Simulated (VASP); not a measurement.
Runs of VASP 6.6.1 on Ba. The structure is that of space group Pm-3m (No. 221), or close to it. The cells are those of the table. 

```tsv
cell	gap on the mesh (eV)	pressure (GPa)
a = 3.918, b = 3.918, c = 4.035 Å, 1 atom	none	-1.2
a = 4.035, b = 4.035, c = 3.918 Å, 1 atom	none	-1.3
a = 3.976, b = 3.976, c = 3.918 Å, 1 atom	none	-1.2
a = 3.976, b = 3.976, c = 3.800 Å, 1 atom	none	(a)
a = 4.035, b = 4.035, c = 3.800 Å, 1 atom	none	-1.2
a = 3.918, b = 3.918, c = 3.976 Å, 1 atom	none	-1.1
```

Alike in all rows: task single point; level LDA; potentials or basis VASP PAW LDA potentials, release 64 (Ba_sv); no spin polarisation; k mesh 12 × 12 × 12; cutoff (eV) 520; smearing gaussian 0.15 eV.

**Question.** Estimate the missing entries.

**Answer.** (a) -1.0.

Caveats: spin-orbit coupling is left out, which moves the levels of the heavy elements.

A k mesh can miss the band edges, and the runs leave out spin-orbit coupling on Ba.

A gap of «none» marks levels without a gap at the run's occupations.
